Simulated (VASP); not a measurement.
A run of VASP 6.6.1 is set up as follows.

File INCAR:

```
SYSTEM = Ag
ALGO = Normal ; EDIFF = 1E-6
ENCUT = 500 ; GGA = PE
GGA_COMPAT = .FALSE. ; ISIF = 2
ISMEAR = -1 ; LASPH = .TRUE.
LCHARG = .FALSE. ; LREAL = .FALSE.
LWAVE = .FALSE. ; NBANDS = 12
NELM = 120 ; PREC = Accurate
SIGMA = 0.1
```

The input KPOINTS:

```
k-points
0
G
  15 15 15
  0 0 0
```

The input POSCAR:

```
Ag
1.0
   -1.6734042898      1.6734042898      1.6734042898
    1.6734042898     -1.6734042898      1.6734042898
    1.6734042898      1.6734042898     -1.6734042898
Ag
1
Direct
    0.0000000000      0.0000000000      0.0000000000
```

Potentials or basis: VASP PAW PBE potentials, release 64 (Ag).

Run with:

```console
$ cat potpaw_PBE.64/Ag/POTCAR > POTCAR
$ mpirun -np 1 vasp_std > vasp.out
```

Problem. What does it give for the pressure?

Solution. -3.4 GPa.
